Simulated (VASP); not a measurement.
# Al27Ru in VASP: a series of runs

Runs on Al27Ru. Level: PBE. Tasks: single point.

Everything below comes from runs of VASP 6.6.1. Logs are shortened: lines on timing, memory, paths and dates and some standing lists are left out, and cuts for length are marked.

### 1 The cell of the first run

The cell holds a slab with vacuum, 28 atoms: a = 8.591 Å, b = 8.591 Å, c = 17.677 Å, α = 90.00°, β = 90.00°, γ = 60.00°.

### 2 Single point, PBE

INCAR reads:

```
SYSTEM = Al27Ru
PREC     = Accurate       ! precision mode
ENCUT    = 520            ! plane-wave cutoff, eV
EDIFF    = 1E-6           ! SCF threshold, eV
ISMEAR   = -1             ! smearing method
SIGMA    = 0.1            ! smearing width, eV
LREAL    = Auto         
LASPH    = .True.         ! aspherical terms in the spheres
NELM     = 60             ! most SCF steps
ALGO     = Normal         ! electronic algorithm
ISIF     = 2              ! what is computed and relaxed
LWAVE    = .False.        ! write WAVECAR
LCHARG   = .False.        ! write CHGCAR
GGA      = PE             ! functional
NBANDS   = 68             ! bands
```

KPOINTS reads:

```
Automatic mesh
0
Gamma
  2 2 1
  0 0 0
```

POSCAR reads:

```
Al27Ru
1.0
    8.5913470000      0.0000000000      0.0000000000
    4.2956740000      7.4403250000      0.0000000000
    0.0000000000      0.0000000000     17.6765370000
Al Ru
27 1
Direct
    0.1111110703      0.1111111410      0.0565722234
    0.4444443648      0.1111111410      0.0565722234
    0.7777777758      0.1111111410      0.0565722234
    0.1111110539      0.4444444295      0.0565722234
    0.4444443484      0.4444444295      0.0565722234
    0.7777777594      0.4444444295      0.0565722234
    0.1111110867      0.7777778524      0.0565722234
    0.4444443812      0.7777778524      0.0565722234
    0.7777777922      0.7777778524      0.0565722234
   -0.1155438044      0.2282889524      0.1877983227
    0.2258711776      0.2227702419      0.1877893277
    0.5501017932      0.2245500029      0.1890153032
   -0.1167124545      0.5678604093      0.1895147223
    0.2138652372      0.5682215495      0.1895303927
    0.5451629839      0.5674293798      0.1908492031
   -0.1164720152      0.9017647751      0.1937290093
    0.2121405243      0.9014713739      0.1927585703
    0.5538247837      0.8895419219      0.1911600106
   -0.0244679457      0.0381601610      0.3382411951
    0.3422154349     -0.0074569323      0.3240880835
    0.6576699774     -0.0069772490      0.3242217070
    0.0260918679      0.3453331676      0.3162299267
    0.3254075757      0.3421531990      0.3208685615
    0.6194715978      0.3486334266      0.3205857573
   -0.0071099732      0.6866678539      0.3242166155
    0.3072344771      0.6895900381      0.3237541380
    0.6730940675      0.6447973711      0.3389940575
    0.8320889611      0.3371366170      0.4052916021
```

Potentials or basis: VASP PAW PBE potentials, release 64 (Al, Ru_pv).

Run with:

```sh
> cat potpaw_PBE.64/Al/POTCAR potpaw_PBE.64/Ru_pv/POTCAR > POTCAR
> mpirun -np 1 vasp_std > vasp.out
```

OUTCAR:

```text
SYSTEM = Al27Ru
   PREC = Accurate
   ENCUT = 520
   EDIFF = 1E-6
   ISMEAR = -1
   LREAL = Auto
   LASPH = .True.
   NELM = 60
   ISIF = 2
   GGA = PE

 ion  position               nearest neighbor table
   1  0.111  0.111  0.057-   2 2.86   3 2.86   4 2.86   6 2.86   8 2.86   7 2.86  11 2.87  10 2.87
                            17 2.87
   2  0.444  0.111  0.057-  11 2.83  12 2.85   1 2.86   5 2.86   4 2.86   8 2.86   9 2.86   3 2.86
                            18 2.89
   3  0.778  0.111  0.057-  10 2.86   1 2.86   6 2.86   7 2.86   9 2.86   5 2.86   2 2.86  16 2.88
                            12 2.89
   4  0.111  0.444  0.057-  11 2.85   6 2.86   5 2.86   1 2.86   2 2.86   9 2.86   7 2.86  14 2.89
                            13 2.90
   5  0.444  0.444  0.057-  12 2.86   4 2.86   2 2.86   7 2.86   3 2.86   6 2.86   8 2.86  15 2.90
                            14 2.91
   6  0.778  0.444  0.057-  10 2.82   4 2.86   3 2.86   1 2.86   8 2.86   5 2.86   9 2.86  13 2.90
                            15 2.94
   7  0.111  0.778  0.057-  14 2.82   9 2.86   8 2.86   3 2.86   1 2.86   5 2.86   4 2.86  17 2.93
                            16 2.96
   8  0.444  0.778  0.057-  15 2.84   7 2.86   1 2.86   2 2.86   6 2.86   9 2.86   5 2.86  18 2.89
                            17 2.96
   9  0.778  0.778  0.057-  13 2.82   7 2.86   3 2.86   4 2.86   2 2.86   8 2.86   6 2.86  18 2.90
[... 22 lines left out ...]
                            19 2.98
  21  0.658  0.993  0.324-  20 2.71  25 2.76  18 2.81  16 2.86  24 2.91  23 2.93  27 2.94  12 2.95
                            19 2.95
  22  0.026  0.345  0.316-  28 2.32  23 2.56  11 2.72  13 2.80  25 2.80  27 2.86  20 2.89  19 2.91
                            10 2.98
  23  0.325  0.342  0.321-  24 2.55  22 2.56  11 2.86  14 2.87  12 2.87  25 2.91  26 2.91  21 2.93
                            20 2.93
  24  0.619  0.349  0.321-  28 2.33  23 2.55  12 2.75  26 2.81  27 2.82  15 2.83  19 2.90  21 2.91
                            10 3.07
  25  0.993  0.687  0.324-  26 2.71  21 2.76  22 2.80  16 2.81  14 2.89  23 2.91  13 2.93  27 2.96
                            19 2.96
  26  0.307  0.690  0.324-  25 2.71  20 2.77  17 2.80  24 2.81  14 2.86  23 2.91  19 2.94  15 2.94
                            27 2.98
  27  0.673  0.645  0.339-  28 2.57  24 2.82  22 2.86  20 2.93  21 2.94  25 2.96  26 2.98  15 3.04
                            13 3.08  18 3.19
  28  0.832  0.337  0.405-  22 2.32  24 2.33  19 2.52  27 2.57

  LATTYP: Found a hexagonal cell.
 ALAT       =     8.5913474624
 C/A-ratio  =     2.0574813296

  Lattice vectors:

 A1 = (  -4.2956740000,  -7.4403250000,   0.0000000000)
 A2 = (   8.5913470000,   0.0000000000,   0.0000000000)
 A3 = (   0.0000000000,   0.0000000000,  17.6765370000)

Analysis of symmetry for initial positions (statically):
=====================================================================
 Subroutine PRICEL returns:
 Original cell was already a primitive cell.

 Routine SETGRP: Setting up the symmetry group for a
 hexagonal supercell.

 Subroutine GETGRP returns: Found  1 space group operations
 (whereof  1 operations were pure point group operations)
 out of a pool of 24 trial point group operations.

The static configuration has the point symmetry C_1 .

Analysis of symmetry for dynamics (positions and initial velocities):
=====================================================================
 Subroutine PRICEL returns:
 Original cell was already a primitive cell.

 Routine SETGRP: Setting up the symmetry group for a
 hexagonal supercell.

 Subroutine GETGRP returns: Found  1 space group operations
 (whereof  1 operations were pure point group operations)
 out of a pool of 24 trial point group operations.

The dynamic configuration has the point symmetry C_1 .

 Subroutine INISYM returns: Found  1 space group operations
 (whereof  1 operations are pure point group operations),
 and found     1 'primitive' translations

----------------------------------------------------------------------------------------

                                     Primitive cell

  volume of cell :    1129.9269

  direct lattice vectors                    reciprocal lattice vectors
     8.591347000  0.000000000  0.000000000     0.116396183 -0.067201373  0.000000000
     4.295674000  7.440325000  0.000000000     0.000000000  0.134402731  0.000000000
     0.000000000  0.000000000 17.676537000     0.000000000  0.000000000  0.056572167

  length of vectors
     8.591347000  8.591347462 17.676537000     0.134402738  0.134402731  0.056572167

  position of ions in fractional coordinates (direct lattice)
     0.111111070  0.111111141  0.056572223
     0.444444365  0.111111141  0.056572223
     0.777777776  0.111111141  0.056572223
     0.111111054  0.444444430  0.056572223
     0.444444348  0.444444430  0.056572223
     0.777777759  0.444444430  0.056572223
[... 20 lines left out ...]
     0.673094068  0.644797371  0.338994058
     0.832088961  0.337136617  0.405291602

  ion indices of the primitive-cell ions
   primitive index   ion index
                 1           1
                 2           2
                 3           3
                 4           4
                 5           5
                 6           6
[... 20 lines left out ...]
                27          27
                28          28

----------------------------------------------------------------------------------------

 KPOINTS: Automatic mesh

Automatic generation of k-mesh.
 Grid dimensions read from file:
 generate k-points for:    2    2    1

 Generating k-lattice:

  Cartesian coordinates                     Fractional coordinates (reciprocal lattice)
     0.058198092 -0.033600687  0.000000000     0.500000000  0.000000000  0.000000000
     0.000000000  0.067201366  0.000000000     0.000000000  0.500000000  0.000000000
     0.000000000  0.000000000  0.056572167     0.000000000  0.000000000  1.000000000

  Length of vectors
     0.067201369  0.067201366  0.056572167

  Shift w.r.t. Gamma in fractional coordinates (k-lattice)
     0.000000000  0.000000000  0.000000000

 Subroutine IBZKPT returns following result:
 ===========================================

 Found      4 irreducible k-points:

 Following reciprocal coordinates:
            Coordinates               Weight
  0.000000  0.000000  0.000000      1.000000
  0.500000  0.000000  0.000000      1.000000
  0.500000  0.500000  0.000000      1.000000
  0.000000  0.500000  0.000000      1.000000
   k-points           NKPTS =      4   k-points in BZ     NKDIM =      4   number of bands    NBANDS=     68
   number of dos      NEDOS =    301   number of ions     NIONS =     28
   total plane-waves  NPLWV = 573440
   dimension x,y,z NGX =    64 NGY =   64 NGZ =  140
   dimension x,y,z NGXF=   128 NGYF=  128 NGZF=  280
   ions per type =              27   1
   NGX,Y,Z   is equivalent  to a cutoff of  12.38, 12.38, 13.17 a.u.
   NGXF,Y,Z  is equivalent  to a cutoff of  24.77, 24.77, 26.33 a.u.
 SYSTEM =  Al27Ru
   PREC   = accura    normal or accurate (medium, high low for compatibility)
   ISTART =      0    job   : 0-new  1-cont  2-samecut
   ICHARG =      2    charge: 1-file 2-atom 10-const
   ISPIN  =      1    spin polarized calculation?
   LNONCOLLINEAR =      F non collinear calculations
   LSORBIT =      F    spin-orbit coupling
   LASPH  =      T    aspherical Exc in radial PAW
   ENCUT  =  520.0 eV  38.22 Ry    6.18 a.u.  15.97 15.97 32.87*2*pi/ulx,y,z
   NELM   =     60;   NELMIN=  2; NELMDL= -5     # of ELM steps
   EDIFF  = 0.1E-05   stopping-criterion for ELM
   LREAL  =      T    real-space projection
   EDIFFG = 0.1E-04   stopping-criterion for IOM
   NSW    =      0    number of steps for IOM
[... 5 lines left out ...]
   TEBEG  =    0.0;   TEEND  =   0.0 temperature during run
   PSTRESS=    0.0 pullay stress
   NELECT =      95.0000    total number of electrons
   NUPDOWN=      -1.0000    fix difference up-down
   EMIN   =  10.00;   EMAX   =-10.00  energy-range for DOS
   EFERMI =   0.00;   METHOD = LEGACY
   ISMEAR =    -1;   SIGMA  =   0.10  broadening in eV -4-tet -1-fermi 0-gaus
   EFERMI_NEDOS =   21; number of points for ismear=-14 and -15
   IALGO  =     38    algorithm
   IMIX   =      4    mixing-type and parameters
     AMIX     =   0.40;   BMIX     =  1.00
     AMIX_MAG =   1.60;   BMIX_MAG =  1.00
  volume/ion in A,a.u.               =      40.35       272.33
  Fermi-wavevector in a.u.,A,eV,Ry     =   0.717187  1.355287  6.998260  0.514358
  Thomas-Fermi vector in A             =   1.805802
   LORBIT       =      0    0 simple, 1 ext, 2 COOP (PROOUT), +10 PAW based schemes
   GGA     = PE    functional components
   LHFCALC =     F    Hartree Fock is set to
   AEXX    =    0.0000 exact exchange contribution
   IVDW    =     0    specifies the selected vdW correction
   LEPSILON=     F    determine dielectric tensor
   LRPA    =     F    only Hartree local field effects (RPA)
 non-spin polarized calculation
  energy-cutoff  :      520.00
  volume of cell :     1129.93
 maximum number of plane-waves:     30408
 NGX is ok and might be reduce to    64
   NGX = 31   NGY = 31   NGZ = 65

 number of electron      94.9999999 magnetization

 Free energy of the ion-electron system (eV)
  ---------------------------------------------------
  ext. energy  EPLUGINS =         0.00000000
  ---------------------------------------------------
  free energy    TOTEN  =      -103.35856260 eV

  energy without entropy =     -102.81603692  energy(sigma->0) =     -103.08729976

 E-fermi :   0.9517     XC(G=0):  -5.2488

 val. band max:        0.9069244954   @ k =   0.0000   0.5000   0.0000
 cond. band min:       1.0177366203   @ k =   0.0000   0.5000   0.0000
 fundamental gap:      0.1108121249
 Fermi energy:         0.9516995553

 k-point     1 :       0.0000    0.0000    0.0000
  band No.  band energies     occupation
      1     -40.7446      2.00000
      2     -40.5870      2.00000
      3     -40.5682      2.00000
      4      -9.3914      2.00000
      5      -7.7422      2.00000
      6      -6.8367      2.00000
[... 237 lines left out ...]
     58       2.7347      0.00000
     59       2.7709      0.00000
 [bands above 59 left out]

------------------------ aborting loop because EDIFF is reached ----------------------------------------

  FORCE on cell =-STRESS in cart. coord.  units (eV):
  Direction    XX          YY          ZZ          XY          YZ          ZX
  --------------------------------------------------------------------------------------
  -------------------------------------------------------------------------------------
  Total       -6.5462065    -12.8785711     -0.1627594      0.1203032     -0.7076020      0.2080720
  in kB       -9.2821789    -18.2611410     -0.2307844      0.1705837     -1.0033427      0.2950353
  external PRESSURE =      -9.2580347 kB  Pullay stress =       0.0000000 kB

 VOLUME and BASIS-vectors are now :
 -----------------------------------------------------------------------------
  energy-cutoff  :      520.00
  volume of cell :     1129.93
      direct lattice vectors                 reciprocal lattice vectors
     8.591347000  0.000000000  0.000000000     0.116396183 -0.067201373  0.000000000
     4.295674000  7.440325000  0.000000000     0.000000000  0.134402731  0.000000000
     0.000000000  0.000000000 17.676537000     0.000000000  0.000000000  0.056572167

 POSITION                                       TOTAL-FORCE (eV/Angst)
 -----------------------------------------------------------------------------------
      1.43189      0.82670      1.00000         0.051557     -0.065987     -0.045379
      4.29567      0.82670      1.00000         0.006861     -0.046341     -0.078913
      7.15946      0.82670      1.00000        -0.072601     -0.072873     -0.013511
      2.86378      3.30681      1.00000         0.026472      0.071474     -0.000002
      5.72756      3.30681      1.00000        -0.039326      0.067974      0.028586
      8.59135      3.30681      1.00000        -0.004903      0.079244     -0.042662
[... 20 lines left out ...]
      8.55262      4.79750      5.99224         0.020722     -0.022035      0.009718
      8.59699      2.50841      7.16415        -0.034650     -0.065960      0.024602
 -----------------------------------------------------------------------------------
    total drift:                                0.002883      0.003436      0.002971

  FREE ENERGIE OF THE ION-ELECTRON SYSTEM (eV)
  ---------------------------------------------------
  free  energy   TOTEN  =      -103.3585625983 eV

  energy  without entropy=     -102.8160369232  energy(sigma->0) =     -103.08729976
```

Run time: 7.8 min. Hardware: 1 thread of AMD EPYC 9R45 (Zen 5), shared host; peak memory 1 GiB.

Results:

```
Free energy            : -103.3586 eV
Largest force          : 0.118 eV/Å
Band gap on the k mesh : zero (an odd number of electrons rules out a gap without spin polarisation)
```

Forces on the atoms (eV/Å):
```
Al   0.052 -0.066 -0.045
Al   0.007 -0.046 -0.079
Al  -0.073 -0.073 -0.014
Al   0.026  0.071  0.000
Al  -0.039  0.068  0.029
Al  -0.005  0.079 -0.043
Al  -0.011  0.042  0.110
Al   0.023  0.015  0.043
Al  -0.033  0.032  0.031
Al   0.000  0.000  0.005
Al  -0.007  0.002  0.009
Al  -0.008 -0.002 -0.005
Al   0.002  0.001  0.006
Al   0.003  0.002 -0.004
Al   0.005  0.002 -0.004
Al   0.000  0.004 -0.011
Al   0.002  0.000  0.000
Al   0.000  0.001 -0.005
Al   0.009 -0.024 -0.013
Al   0.012 -0.013  0.004
Al   0.004 -0.006  0.002
Al   0.012  0.006  0.010
Al   0.000 -0.002 -0.003
Al  -0.016 -0.009 -0.030
Al   0.028  0.013 -0.024
Al   0.022 -0.010 -0.004
Al   0.021 -0.022  0.010
Ru  -0.035 -0.066  0.025
```

Caveat: the k points lie up to 0.42 Å⁻¹ apart, too coarse for converged energies and pressures of a metal; there is no dipole correction, which matters where the two faces differ.

(Continued in part 2 of 2.)

The gap in the log of VASP goes by the Fermi energy; the results here count the filled bands.